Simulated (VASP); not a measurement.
# OsPd (Pm-3m) in VASP: a series of runs

OsPd is run at these levels: PBE; tasks: single point, relaxation of cell and atoms.

All numbers are computed with VASP 6.6.1; they aren't measurements. Logs are shortened: lines on timing, memory, paths and dates and some standing lists are left out, and cuts for length are marked.

### 1 The cell of the first run

Symmetry: Pm-3m, No. 221, cubic system. The conventional cell has a = 3.047 Å, b = 3.047 Å, c = 3.047 Å, α = 90.00°, β = 90.00°, γ = 90.00°. Pd (site symmetry m-3m) has 8 Os at 2.64 Å and 6 Pd at 3.05 Å within 3.5 Å. Within 3.5 Å of Os (site symmetry m-3m) lie 8 Pd at 2.64 Å and 6 Os at 3.05 Å.

### 2 Single point, PBE

INCAR reads:

```
SYSTEM = OsPd
ALGO = Normal ; EDIFF = 1E-6
ENCUT = 520 ; GGA = PE
ISIF = 2 ; ISMEAR = 0
LASPH = .True. ; LCHARG = .False.
LREAL = .False. ; LWAVE = .False.
NBANDS = 16 ; NELM = 100
PREC = Accurate ; SIGMA = 0.1
```

KPOINTS reads:

```
k-points
0
Gamma
  6 6 6
  0 0 0
```

POSCAR reads:

```
OsPd
1.0
    3.0474099161      0.0000000000      0.0000000000
    0.0000000000      3.0474099161      0.0000000000
    0.0000000000      0.0000000000      3.0474099161
Pd Os
1 1
Direct
    0.5000000000      0.5000000000      0.5000000000
    0.0000000000      0.0000000000      0.0000000000
```

Potentials or basis: VASP PAW PBE potentials, release 64 (Pd, Os).

Launch:

```bash
> cat potpaw_PBE.64/Pd/POTCAR potpaw_PBE.64/Os/POTCAR > POTCAR
> mpirun -np 1 vasp_std > vasp.out
```

OUTCAR:

```text
SYSTEM = OsPd
   EDIFF = 1E-6
   ENCUT = 520
   GGA = PE
   ISIF = 2
   ISMEAR = 0
   LASPH = .True.
   LREAL = .False.
   NELM = 100
   PREC = Accurate

 ion  position               nearest neighbor table
   1  0.500  0.500  0.500-   2 2.64   2 2.64   2 2.64   2 2.64   2 2.64   2 2.64   2 2.64   2 2.64

   2  0.000  0.000  0.000-   1 2.64   1 2.64   1 2.64   1 2.64   1 2.64   1 2.64   1 2.64   1 2.64

  LATTYP: Found a simple cubic cell.
 ALAT       =     3.0474099161

  Lattice vectors:

 A1 = (   3.0474099161,   0.0000000000,   0.0000000000)
 A2 = (   0.0000000000,   3.0474099161,   0.0000000000)
 A3 = (   0.0000000000,   0.0000000000,   3.0474099161)

Analysis of symmetry for initial positions (statically):
=====================================================================
 Subroutine PRICEL returns:
 Original cell was already a primitive cell.

 Routine SETGRP: Setting up the symmetry group for a
 simple cubic supercell.

 Subroutine GETGRP returns: Found 48 space group operations
 (whereof 48 operations were pure point group operations)
 out of a pool of 48 trial point group operations.

The static configuration has the point symmetry O_h .

Analysis of symmetry for dynamics (positions and initial velocities):
=====================================================================
 Subroutine PRICEL returns:
 Original cell was already a primitive cell.

 Routine SETGRP: Setting up the symmetry group for a
 simple cubic supercell.

 Subroutine GETGRP returns: Found 48 space group operations
 (whereof 48 operations were pure point group operations)
 out of a pool of 48 trial point group operations.

The dynamic configuration has the point symmetry O_h .

 Subroutine INISYM returns: Found 48 space group operations
 (whereof 48 operations are pure point group operations),
 and found     1 'primitive' translations

----------------------------------------------------------------------------------------

                                     Primitive cell

  volume of cell :      28.3004

  direct lattice vectors                    reciprocal lattice vectors
     3.047409916  0.000000000  0.000000000     0.328147518  0.000000000  0.000000000
     0.000000000  3.047409916  0.000000000     0.000000000  0.328147518  0.000000000
     0.000000000  0.000000000  3.047409916     0.000000000  0.000000000  0.328147518

  length of vectors
     3.047409916  3.047409916  3.047409916     0.328147518  0.328147518  0.328147518

  position of ions in fractional coordinates (direct lattice)
     0.500000000  0.500000000  0.500000000
     0.000000000  0.000000000  0.000000000

  ion indices of the primitive-cell ions
   primitive index   ion index
                 1           1
                 2           2

----------------------------------------------------------------------------------------

 KPOINTS: k-points

Automatic generation of k-mesh.
 Grid dimensions read from file:
 generate k-points for:    6    6    6

 Generating k-lattice:

  Cartesian coordinates                     Fractional coordinates (reciprocal lattice)
     0.054691253  0.000000000  0.000000000     0.166666667  0.000000000  0.000000000
     0.000000000  0.054691253  0.000000000     0.000000000  0.166666667  0.000000000
     0.000000000  0.000000000  0.054691253     0.000000000  0.000000000  0.166666667

  Length of vectors
     0.054691253  0.054691253  0.054691253

  Shift w.r.t. Gamma in fractional coordinates (k-lattice)
     0.000000000  0.000000000  0.000000000

 Subroutine IBZKPT returns following result:
 ===========================================

 Found     20 irreducible k-points:

 Following reciprocal coordinates:
            Coordinates               Weight
  0.000000  0.000000  0.000000      1.000000
  0.166667  0.000000  0.000000      6.000000
  0.333333  0.000000  0.000000      6.000000
  0.500000  0.000000  0.000000      3.000000
  0.166667  0.166667  0.000000     12.000000
  0.333333  0.166667  0.000000     24.000000
[... 12 lines left out ...]
  0.500000  0.500000  0.333333      6.000000
  0.500000  0.500000  0.500000      1.000000
   k-points           NKPTS =     20   k-points in BZ     NKDIM =     20   number of bands    NBANDS=     16
   number of dos      NEDOS =    301   number of ions     NIONS =      2
   total plane-waves  NPLWV =  13824
   dimension x,y,z NGX =    24 NGY =   24 NGZ =   24
   dimension x,y,z NGXF=    48 NGYF=   48 NGZF=   48
   ions per type =               1   1
   NGX,Y,Z   is equivalent  to a cutoff of  13.09, 13.09, 13.09 a.u.
   NGXF,Y,Z  is equivalent  to a cutoff of  26.19, 26.19, 26.19 a.u.
 SYSTEM =  OsPd
   PREC   = accura    normal or accurate (medium, high low for compatibility)
   ISTART =      0    job   : 0-new  1-cont  2-samecut
   ICHARG =      2    charge: 1-file 2-atom 10-const
   ISPIN  =      1    spin polarized calculation?
   LNONCOLLINEAR =      F non collinear calculations
   LSORBIT =      F    spin-orbit coupling
   LASPH  =      T    aspherical Exc in radial PAW
   ENCUT  =  520.0 eV  38.22 Ry    6.18 a.u.   5.67  5.67  5.67*2*pi/ulx,y,z
   NELM   =    100;   NELMIN=  2; NELMDL= -5     # of ELM steps
   EDIFF  = 0.1E-05   stopping-criterion for ELM
   LREAL  =      F    real-space projection
   EDIFFG = 0.1E-04   stopping-criterion for IOM
   NSW    =      0    number of steps for IOM
   IBRION =     -1    ionic relax: 0-MD 1-quasi-New 2-CG
   NFREE  =      0    steps in history (QN), initial steepest desc. (CG)
   ISIF   =      2    stress and relaxation
   ISYM   =      2    0-nonsym 1-usesym 2-fastsym
   POTIM  = 0.5000    time-step for ionic-motion
   TEBEG  =    0.0;   TEEND  =   0.0 temperature during run
   PSTRESS=    0.0 pullay stress
   NELECT =      18.0000    total number of electrons
   NUPDOWN=      -1.0000    fix difference up-down
   EMIN   =  10.00;   EMAX   =-10.00  energy-range for DOS
   EFERMI =   0.00;   METHOD = LEGACY
   ISMEAR =     0;   SIGMA  =   0.10  broadening in eV -4-tet -1-fermi 0-gaus
   EFERMI_NEDOS =   21; number of points for ismear=-14 and -15
   IALGO  =     38    algorithm
   IMIX   =      4    mixing-type and parameters
     AMIX     =   0.40;   BMIX     =  1.00
     AMIX_MAG =   1.60;   BMIX_MAG =  1.00
  volume/ion in A,a.u.               =      14.15        95.49
  Fermi-wavevector in a.u.,A,eV,Ry     =   1.407888  2.660523 26.968771  1.982149
  Thomas-Fermi vector in A             =   2.530102
   LORBIT       =      0    0 simple, 1 ext, 2 COOP (PROOUT), +10 PAW based schemes
   GGA     = PE    functional components
   LHFCALC =     F    Hartree Fock is set to
   AEXX    =    0.0000 exact exchange contribution
   IVDW    =     0    specifies the selected vdW correction
   LEPSILON=     F    determine dielectric tensor
   LRPA    =     F    only Hartree local field effects (RPA)
 non-spin polarized calculation
 Gauss-broadening in eV      SIGMA  =   0.10
  energy-cutoff  :      520.00
  volume of cell :       28.30
 maximum number of plane-waves:       772
 NGX is ok and might be reduce to    24
   NGX = 11   NGY = 11   NGZ = 11

 number of electron      17.9999992 magnetization

 Free energy of the ion-electron system (eV)
  ---------------------------------------------------
  ext. energy  EPLUGINS =         0.00000000
  ---------------------------------------------------
  free energy    TOTEN  =       -15.03270618 eV

  energy without entropy =      -15.02646484  energy(sigma->0) =      -15.02958551

 E-fermi :  10.0489     XC(G=0): -13.7469

 val. band max:        9.9706655542   @ k =   0.5000   0.0000   0.0000
 cond. band min:      10.1033338689   @ k =   0.3333   0.1667   0.1667
 fundamental gap:      0.1326683147
 Fermi energy:        10.0488808907

 k-point     1 :       0.0000    0.0000    0.0000
  band No.  band energies     occupation
      1       0.7069      2.00000
      2       3.4456      2.00000
      3       3.4456      2.00000
      4       6.4178      2.00000
      5       6.4178      2.00000
      6       6.4178      2.00000
[... 8 lines left out ...]
     15      27.2062      0.00000
     16      27.8868      0.00000

 k-point     2 :       0.1667    0.0000    0.0000
  band No.  band energies     occupation
      1       1.3086      2.00000
      2       3.7442      2.00000
      3       3.8634      2.00000
      4       6.4148      2.00000
      5       6.4148      2.00000
      6       6.6237      2.00000
[... 8 lines left out ...]
     15      27.3704      0.00000
     16      27.9168      0.00000

 k-point     3 :       0.3333    0.0000    0.0000
  band No.  band energies     occupation
      1       2.8582      2.00000
      2       4.5946      2.00000
      3       4.6984      2.00000
      4       6.5036      2.00000
      5       6.5036      2.00000
      6       7.1449      2.00000
[... 8 lines left out ...]
     15      26.6375      0.00000
     16      26.8324      0.00000

 k-point     4 :       0.5000    0.0000    0.0000
  band No.  band energies     occupation
      1       4.1655      2.00000
      2       4.8583      2.00000
      3       5.5769      2.00000
      4       6.3634      2.00000
      5       6.6553      2.00000
      6       6.6553      2.00000
[... 8 lines left out ...]
     15      26.6649      0.00000
     16      27.2448      0.00000
[... 248 lines left out ...]
 k-point    18 :       0.5000    0.3333    0.3333
  band No.  band energies     occupation
      1       4.4565      2.00000
      2       4.7039      2.00000
      3       5.3064      2.00000
      4       5.6253      2.00000
      5       6.2889      2.00000
      6       6.7468      2.00000
[... 8 lines left out ...]
     15      21.1021      0.00000
     16      22.4057      0.00000

 k-point    19 :       0.5000    0.5000    0.3333
  band No.  band energies     occupation
      1       4.7476      2.00000
      2       5.0326      2.00000
      3       5.0326      2.00000
      4       5.1301      2.00000
      5       6.8949      2.00000
      6       6.8949      2.00000
[... 8 lines left out ...]
     15      21.9181      0.00000
     16      22.8607      0.00000

 k-point    20 :       0.5000    0.5000    0.5000
  band No.  band energies     occupation
      1       5.3694      2.00000
      2       5.3694      2.00000
      3       5.3694      2.00000
      4       5.9502      2.00000
      5       5.9502      2.00000
      6       5.9502      2.00000
[... 8 lines left out ...]
     15      19.1770      0.00000
     16      21.9006      0.00000

------------------------ aborting loop because EDIFF is reached ----------------------------------------

  FORCE on cell =-STRESS in cart. coord.  units (eV):
  Direction    XX          YY          ZZ          XY          YZ          ZX
  --------------------------------------------------------------------------------------
  -------------------------------------------------------------------------------------
  Total        2.4967574      2.4967574      2.4967574      0.0000000     -0.0000000     -0.0000000
  in kB      141.3495074    141.3495074    141.3495074      0.0000000     -0.0000000     -0.0000000
  external PRESSURE =     141.3495074 kB  Pullay stress =       0.0000000 kB

 VOLUME and BASIS-vectors are now :
 -----------------------------------------------------------------------------
  energy-cutoff  :      520.00
  volume of cell :       28.30
      direct lattice vectors                 reciprocal lattice vectors
     3.047409916  0.000000000  0.000000000     0.328147518  0.000000000  0.000000000
     0.000000000  3.047409916  0.000000000     0.000000000  0.328147518  0.000000000
     0.000000000  0.000000000  3.047409916     0.000000000  0.000000000  0.328147518

 POSITION                                       TOTAL-FORCE (eV/Angst)
 -----------------------------------------------------------------------------------
      1.52370      1.52370      1.52370         0.000000      0.000000      0.000000
      0.00000      0.00000      0.00000         0.000000      0.000000      0.000000
 -----------------------------------------------------------------------------------
    total drift:                                0.000000      0.000000     -0.000000

  FREE ENERGIE OF THE ION-ELECTRON SYSTEM (eV)
  ---------------------------------------------------
  free  energy   TOTEN  =       -15.0327061782 eV

  energy  without entropy=      -15.0264648363  energy(sigma->0) =      -15.02958551
```

Run time: 4.7 s. Hardware: 1 thread of Intel Xeon 6975P-C (Granite Rapids), shared host; peak memory 0.14 GiB.

What came out:

| Quantity | Value |
| --- | --- |
| Free energy | -15.0327 eV |
| Pressure | 14.1 GPa |
| Band gap on the k mesh | zero (bands 9 and 10 overlap by 1.91 eV) |

Caveat: the cell stands under pressure; spin-orbit coupling is left out, which moves the levels of the heavy elements.

### 3 Single point, PBE

This run uses another cell than the first one, of 14.86 Å³/atom.

INCAR reads:

```
ALGO     = Fast           # electronic algorithm
EDIFF    = 1E-7           # SCF threshold, eV
ENCUT    = 520            # plane-wave cutoff, eV
GGA      = PE             # functional
ISIF     = 2              # what is computed and relaxed
ISMEAR   = 0              # smearing method
LASPH    = True           # aspherical terms in the spheres
LCHARG   = False          # write CHGCAR
LREAL    = False          # projectors in reciprocal space
LWAVE    = False          # write WAVECAR
NBANDS   = 16             # bands
NELM     = 100            # most SCF steps
PREC     = Accurate       # precision mode
SIGMA    = 0.1            # smearing width, eV
```

KPOINTS reads:

```
k-points
0
Gamma
  6 6 6
```

POSCAR reads:

```
OsPd
1.0
    3.0976131770      0.0000000000      0.0000000000
    0.0000000000      3.0976131770      0.0000000000
    0.0000000000      0.0000000000      3.0976131770
Pd Os
1 1
Direct
    0.5000000000      0.5000000000      0.5000000000
    0.0000000000      0.0000000000      0.0000000000
```

Potentials or basis: VASP PAW PBE potentials, release 64 (Pd, Os).

Launch:

```bash
> cat potpaw_PBE.64/Pd/POTCAR potpaw_PBE.64/Os/POTCAR > POTCAR
> mpirun -np 1 vasp_std > vasp.out
```

It took 5.3 s on 1 thread of Intel Xeon 6975P-C (Granite Rapids), shared host; peak memory 0.13 GiB.

The run converged. Its results:

| Item | Value |
| --- | --- |
| Free energy | -15.0909 eV |
| Pressure | -0.5 GPa |
| Band gap on the k mesh | zero (bands 9 and 10 overlap by 1.74 eV) |

Levels at points of the mesh, in eV from the Fermi level:
| k point | band 6 | band 7 | band 8 | band 9 | band 10 | band 11 | band 12 | band 13 |
| --- | --- | --- | --- | --- | --- | --- | --- | --- |
| (0.00, 0.00, 0.00) | -3.39 | -0.68 | -0.68 | 1.36 | 1.36 | 1.36 | 8.43 | 8.43 |
| (0.50, 0.00, 0.00) | -3.17 | -2.37 | -1.66 | -1.66 | -0.09 | -0.09 | 1.88 | 15.66 |
| (0.50, 0.50, 0.00) | -1.22 | -0.36 | 0.58 | 0.58 | 1.20 | 1.68 | 1.68 | 6.81 |
| (0.50, 0.50, 0.50) | -3.81 | -1.44 | -1.44 | 1.30 | 1.30 | 6.77 | 7.60 | 8.79 |

Caveat: spin-orbit coupling is left out, which moves the levels of the heavy elements.

### 4 Relaxation of cell and atoms, PBE

INCAR reads:

```
PREC     = Accurate       # precision mode
ENCUT    = 600            # plane-wave cutoff, eV
EDIFF    = 1E-7           # SCF threshold, eV
ISMEAR   = 0              # smearing method
SIGMA    = 0.1            # smearing width, eV
LREAL    = F              # projectors in reciprocal space
LASPH    = T              # aspherical terms in the spheres
NELM     = 60             # most SCF steps
ALGO     = Normal         # electronic algorithm
ISIF     = 3              # what is computed and relaxed
LWAVE    = F              # write WAVECAR
LCHARG   = F              # write CHGCAR
GGA      = PE             # functional
IBRION   = 2              # ionic algorithm
NSW      = 90             # ionic steps
EDIFFG   = -0.04          # ionic threshold
```

KPOINTS reads:

```
Automatic mesh
0
Gamma
  6 6 6
```

POSCAR reads:

```
OsPd
1.0
    3.0474099161      0.0000000000      0.0000000000
    0.0000000000      3.0474099161      0.0000000000
    0.0000000000      0.0000000000      3.0474099161
Pd Os
1 1
Direct
    0.5000000000      0.5000000000      0.5000000000
    0.0000000000      0.0000000000      0.0000000000
```

Launch:

```bash
> cat potpaw_PBE.64/Pd/POTCAR potpaw_PBE.64/Os/POTCAR > POTCAR
> mpirun -np 1 vasp_std > vasp.out
```

It took 14 s on 1 thread of Intel Xeon 6975P-C (Granite Rapids), shared host; peak memory 0.14 GiB.

It converged, with:

| Quantity | Value |
| --- | --- |
| Free energy | -15.0912 eV |
| Relaxed volume | 14.84 Å³/atom |
| Relaxed cell | a = 3.096 Å, b = 3.096 Å, c = 3.096 Å, α = 90.00°, β = 90.00°, γ = 90.00° |
| Space group after relaxing (to 0.1 Å) | Pm-3m (No. 221) |
| Energy gained by relaxing | 28.7 meV/atom |
| Ionic steps | 4 |
| Pressure after relaxing | -0.1 GPa |
| Band gap on the k mesh | zero (bands 9 and 10 overlap by 1.75 eV) |

The path:
| step | energy change (eV) | largest force (eV/Å) | pressure (GPa) | volume (Å³) |
| --- | --- | --- | --- | --- |
| 1 | 0.0000 | 0.0000 | 14.20 | 28.30 |
| 2 | 0.3027 | 0.0000 | -24.61 | 33.76 |
| 3 | -0.0573 | 0.0000 | -0.64 | 29.74 |
| 4 | -0.0575 | 0.0000 | -0.05 | 29.67 |

Final structure:
```
Pd Os
1.0
     3.09582    0.00000    0.00000
     0.00000    3.09582    0.00000
     0.00000    0.00000    3.09582
Pd Os
1 1
Direct
  0.50000 0.50000 0.50000
  0.00000 0.00000 0.00000
```

Levels at points of the mesh, in eV from the Fermi level:
```csv
k point,band 5,band 6,band 7,band 8,band 9,band 10,band 11,band 12,band 13
"(0.00, 0.00, 0.00)",-3.39,-3.39,-0.68,-0.68,1.37,1.37,1.37,8.43,8.43
"(0.50, 0.00, 0.00)",-3.18,-3.18,-2.37,-1.67,-1.67,-0.09,-0.09,1.89,15.67
"(0.50, 0.50, 0.00)",-1.49,-1.22,-0.36,0.57,0.57,1.20,1.68,1.68,6.83
"(0.50, 0.50, 0.50)",-3.82,-3.82,-1.44,-1.44,1.30,1.30,6.79,7.61,8.80
```

Caveat: spin-orbit coupling is left out, which moves the levels of the heavy elements.

### 5 Single point, PBE

This run uses another cell than the first one, of 14.86 Å³/atom.

INCAR reads:

```
  ALGO = Normal
  EDIFF = 1E-6
  ENCUT = 520
  GGA = PE
  ISIF = 2
  ISMEAR = 0
  LASPH = T
  LCHARG = T
  LELF = T
  LREAL = F
  LVHAR = T
  LWAVE = F
  NBANDS = 16
  NELM = 80
  PREC = Accurate
  SIGMA = 0.1
```

KPOINTS reads:

```
k-points
0
Gamma
  18 18 18
```

POSCAR reads:

```
OsPd
1.0
    3.0978384628      0.0000000000      0.0000000000
    0.0000000000      3.0978384628      0.0000000000
    0.0000000000      0.0000000000      3.0978384628
Pd Os
1 1
Direct
    0.5000000000      0.5000000000      0.5000000000
    0.0000000000      0.0000000000      0.0000000000
```

Launch:

```bash
> cat potpaw_PBE.64/Pd/POTCAR potpaw_PBE.64/Os/POTCAR > POTCAR
> mpirun -np 1 vasp_std > vasp.out
```

Run time: 28 s. Hardware: 1 thread of Intel Xeon 6975P-C (Granite Rapids), shared host; peak memory 0.23 GiB.

Results (log left out):

* Free energy: -15.0457 eV
* Pressure: -0.5 GPa
* Band gap on the k mesh: zero (bands 9 and 10 overlap by 1.94 eV)

Levels at points of the mesh, in eV from the Fermi level:
```csv
k point,band 7,band 8,band 9,band 10,band 11,band 12
"(0.00, 0.00, 0.00)",-0.64,-0.64,1.41,1.41,1.41,8.48
"(0.50, 0.00, 0.00)",-2.34,-1.61,-1.61,-0.06,-0.04,1.93
"(0.50, 0.50, 0.00)",-0.32,0.63,0.63,1.25,1.72,1.72
"(0.50, 0.50, 0.50)",-1.41,-1.41,1.35,1.35,6.82,7.65
```

Caveat: spin-orbit coupling is left out, which moves the levels of the heavy elements.

(Part 1 of 2 ends here.)
